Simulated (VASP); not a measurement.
# Bi in VASP: settings compared, part 2 of 2

VASP 6.6.1.

### 4 Single point, LDA, non-collinear spin, typed start (37.17 Å³/atom)

This run uses another cell than the first one, of 37.17 Å³/atom.

INCAR reads:

```
SYSTEM = Bi
ALGO = Normal
EDIFF = 1E-7
ENCUT = 520
GGA = CA
ISIF = 2
ISMEAR = -1
LASPH = .True.
LCHARG = .False.
LNONCOLLINEAR = .True.
LORBIT = 11
LREAL = .False.
LWAVE = .False.
MAGMOM = 0 0 0.5 0 0 -0.5
NBANDS = 42
NELM = 150
PREC = Accurate
SIGMA = 0.1
```

KPOINTS reads:

```
k-points
0
Gamma
  5 5 5
  0 0 0
```

POSCAR reads:

```
Bi
1.0
    2.3119720748      1.3348176998      4.0152352947
   -2.3119720748      1.3348176998      4.0152352947
    0.0000000000     -2.6696353996      4.0152352947
Bi
2
Direct
    0.7660000000      0.7660000000      0.7660000000
    0.2340000000      0.2340000000      0.2340000000
```

Potentials or basis: VASP PAW LDA potentials, release 64 (Bi_d).

On the command line:

```
$ cat potpaw_LDA.64/Bi_d/POTCAR > POTCAR
$ mpirun -np 1 vasp_ncl > vasp.out
```

It took 2.8 min on 1 thread of Intel Xeon Platinum 8259CL at 2.50GHz (Skylake/Cascade Lake), shared host; peak memory 0.34 GiB.

The run converged, but its numbers aren't listed here, since they failed a check.

Caveat: the mesh shows a gap though the element is a metal; the cell stands under tension; spin-orbit coupling is left out, which moves the levels of the heavy elements.

### 5 Single point, HSE06

This run uses another cell than the first one, of 35.77 Å³/atom.

POSCAR reads:

```
Bi
1.0
    2.2825169939      1.3178118009      3.9640802302
   -2.2825169939      1.3178118009      3.9640802302
    0.0000000000     -2.6356236018      3.9640802302
Bi
2
Direct
    0.7660000000      0.7660000000      0.7660000000
    0.2340000000      0.2340000000      0.2340000000
```

INCAR.step1 reads:

```
SYSTEM = Bi
  PREC = Accurate
  ENCUT = 520
  EDIFF = 1E-5
  ISMEAR = -1
  SIGMA = 0.05
  LREAL = .False.
  LASPH = .True.
  NELM = 80
  ALGO = Normal
  ISIF = 2
  LWAVE = .True.
  GGA = PE
  NBANDS = 22
```

INCAR.step2 reads:

```
SYSTEM = Bi
  PREC = Accurate
  ENCUT = 520
  EDIFF = 1E-7
  ISMEAR = -1
  SIGMA = 0.05
  LREAL = .False.
  LASPH = .True.
  NELM = 80
  ALGO = Normal
  ISIF = 2
  LWAVE = .False.
  LCHARG = .True.
  GGA = PE
  LHFCALC = .True.
  HFSCREEN = 0.2079
  PRECFOCK = Normal
  LELF = .True.
  LVHAR = .True.
  ISTART = 1
  NBANDS = 22
```

KPOINTS reads:

```
Automatic mesh
0
Gamma
  4 4 4
  0 0 0
```

Potentials or basis: VASP PAW PBE potentials, release 64 (Bi_d).

On the command line:

```
$ cat potpaw_PBE.64/Bi_d/POTCAR > POTCAR
$ cp INCAR.step1 INCAR
$ mpirun -np 1 vasp_std > vasp.out
$ cp INCAR.step2 INCAR
$ mpirun -np 1 vasp_std > vasp.out
```

OUTCAR:

```text
SYSTEM = Bi
   PREC = Accurate
   ENCUT = 520
   EDIFF = 1E-7
   ISMEAR = -1
   LREAL = .False.
   LASPH = .True.
   NELM = 80
   ISIF = 2
   GGA = PE
   LHFCALC = .True.
   HFSCREEN = 0.2079
   PRECFOCK = Normal
   ISTART = 1

 ion  position               nearest neighbor table
   1  0.766  0.766  0.766-   2 3.08   2 3.08   2 3.08   2 3.54   2 3.54   2 3.54
   2  0.234  0.234  0.234-   1 3.08   1 3.08   1 3.08   1 3.54   1 3.54   1 3.54

  LATTYP: Found a trigonal (rhomboedric) cell.
[... 510 lines left out ...]
------------------------ aborting loop because EDIFF is reached ----------------------------------------

  FORCE on cell =-STRESS in cart. coord.  units (eV):
  Direction    XX          YY          ZZ          XY          YZ          ZX
  --------------------------------------------------------------------------------------
  -------------------------------------------------------------------------------------
  Total       -0.3539265     -0.3539265     -0.2346765      0.0000000      0.0000000      0.0000000
  in kB       -7.9261560     -7.9261560     -5.2555604      0.0000000      0.0000000      0.0000000
  external PRESSURE =      -7.0359575 kB  Pullay stress =       0.0000000 kB

 VOLUME and BASIS-vectors are now :
 -----------------------------------------------------------------------------
  energy-cutoff  :      520.00
  volume of cell :       71.54
      direct lattice vectors                 reciprocal lattice vectors
     2.282516994  1.317811801  3.964080230     0.219056419  0.126472283  0.084088443
    -2.282516994  1.317811801  3.964080230    -0.219056419  0.126472283  0.084088443
     0.000000000 -2.635623602  3.964080230     0.000000000 -0.252944565  0.084088443

 POSITION                                       TOTAL-FORCE (eV/Angst)
 -----------------------------------------------------------------------------------
      0.00000      0.00000      9.10946         0.000000     -0.000000      0.350760
      0.00000      0.00000      2.78278         0.000000      0.000000     -0.350760
 -----------------------------------------------------------------------------------
    total drift:                                0.000000     -0.000000      0.000000

  FREE ENERGIE OF THE ION-ELECTRON SYSTEM (eV)
  ---------------------------------------------------
  free  energy   TOTEN  =        -9.2167027822 eV

  energy  without entropy=       -9.2124895627  energy(sigma->0) =       -9.21459617
```

OSZICAR.step1:

```text
N       E                     dE             d eps       ncg     rms          rms(c)
DAV:   1     0.308340187167E+03    0.30834E+03   -0.16335E+04   572   0.165E+03
DAV:   2     0.190667782742E+02   -0.28927E+03   -0.28227E+03   584   0.439E+02
DAV:   3    -0.689169920903E+01   -0.25958E+02   -0.25673E+02   686   0.145E+02
DAV:   4    -0.778865236332E+01   -0.89695E+00   -0.89646E+00   718   0.295E+01
DAV:   5    -0.782996677512E+01   -0.41314E-01   -0.41313E-01   846   0.560E+00    0.102E+00
DAV:   6    -0.782521536165E+01    0.47514E-02   -0.17310E-02   734   0.144E+00    0.617E-01
DAV:   7    -0.782471701301E+01    0.49835E-03   -0.13868E-02   670   0.121E+00    0.123E-01
DAV:   8    -0.782495007914E+01   -0.23307E-03   -0.19067E-03   714   0.416E-01    0.261E-02
DAV:   9    -0.782497696721E+01   -0.26888E-04   -0.97265E-05   712   0.755E-02    0.135E-02
DAV:  10    -0.782497506225E+01    0.19050E-05   -0.66307E-06   484   0.222E-02
   1 F= -.78249751E+01 E0= -.78205985E+01  d E =-.875316E-02
```

Run time: 73 min. Hardware: 1 thread of AMD EPYC 7R43 (Zen 3), shared host; peak memory 0.29 GiB.

The run converged, but its numbers aren't listed here, since they failed a check.

Caveat: the k points lie up to 0.42 Å⁻¹ apart; the mesh shows a gap though the element is a metal; the PAW data sets were made with another functional, which shifts forces and pressure a little; spin-orbit coupling is left out, which moves the levels of the heavy elements.

### 6 Single point, PBEsol+D3(BJ)

This run uses another cell than the first one, of 32.55 Å³/atom.

INCAR reads:

```
PREC     = Accurate       # precision mode
ENCUT    = 520            # plane-wave cutoff, eV
EDIFF    = 1E-6           # SCF threshold, eV
ISMEAR   = -1             # smearing method
SIGMA    = 0.05           # smearing width, eV
LREAL    = F              # projectors in reciprocal space
LASPH    = T              # aspherical terms in the spheres
NELM     = 60             # most SCF steps
ALGO     = Normal         # electronic algorithm
ISIF     = 2              # what is computed and relaxed
LWAVE    = F              # write WAVECAR
LCHARG   = F              # write CHGCAR
GGA      = PS             # functional
IVDW     = 12             # dispersion correction
NBANDS   = 22             # bands
```

KPOINTS reads:

```
regular mesh
0
Gamma
  7 7 7
```

POSCAR reads:

```
Bi
1.0
    2.2401462581      1.2933490451      3.7451063570
   -2.2401462581      1.2933490451      3.7451063570
    0.0000000000     -2.5866980903      3.7451063570
Bi
2
Direct
    0.7606563310      0.7606563310      0.7606563310
    0.2393436690      0.2393436690      0.2393436690
```

Potentials or basis: VASP PAW PBE potentials, release 64 (Bi_d).

On the command line:

```
$ cat potpaw_PBE.64/Bi_d/POTCAR > POTCAR
$ mpirun -np 1 vasp_std > vasp.out
```

It took 32 s on 1 thread of AMD EPYC 9R45 (Zen 5), shared host; peak memory 0.2 GiB.

Results (log left out):

| Property | Result |
| --- | --- |
| Free energy | -9.6060 eV |
| Pressure | -0.1 GPa |
| Largest force | 0.008 eV/Å |
| Dispersion energy per atom | -0.500 eV |

Forces on the atoms (eV/Å):
```
Bi   0.000  0.000 -0.008
Bi   0.000  0.000  0.008
```

Levels at points of the mesh, in eV from the Fermi level:
```csv
k point,band 11,band 12,band 13,band 14,band 15,band 16,band 17,band 18,band 19,band 20
"(0.00, 0.00, 0.00)",-13.51,-7.14,-1.46,-1.36,-1.36,3.03,3.26,3.26,5.53,5.58
```

Caveat: the PAW data sets were made with another functional, which shifts forces and pressure a little; spin-orbit coupling is left out, which moves the levels of the heavy elements.

### 7 The runs side by side

| task | level | cell | k mesh | cutoff (eV) | smearing | dipole correction | gap on the mesh (eV) | pressure (GPa) | largest force (eV/Å) |
| --- | --- | --- | --- | --- | --- | --- | --- | --- | --- |
| relaxation of cell and atoms | PBEsol | relaxed to 20 GPa from a = 4.729 Å, angles 57.3°, 2 atoms, atomic positions A | 7 × 7 × 7 | 600 | fermi-dirac 0.05 eV | no | none | 20.0 | - |
| single point | PBE | a = 4.729 Å, angles 57.3°, 2 atoms, atomic positions B | 6 × 6 × 6 | 450 | methfessel-paxton 0.1 eV | - | none | 2.3 | 0.19 |
| single point | PBEsol+D3(BJ) | a = 4.552 Å, angles 59.0°, 2 atoms, atomic positions C | 7 × 7 × 7 | 520 | fermi-dirac 0.05 eV | no | - | -0.1 | 0.01 |

Alike in all rows: potentials or basis VASP PAW PBE potentials, release 64 (Bi_d); no spin polarisation.

Caveats: spin-orbit coupling is left out, which moves the levels of the heavy elements; the PAW data sets were made with another functional, which shifts forces and pressure a little (at least some runs); the cell is relaxed towards a set pressure, so the run minimises the enthalpy, not the energy (at least some runs); the volume moved by over 15 % at a fixed basis, so the end points are rough (at least some runs).

Total energies depend on the potentials used, so only differences within one code and one set of settings carry meaning.
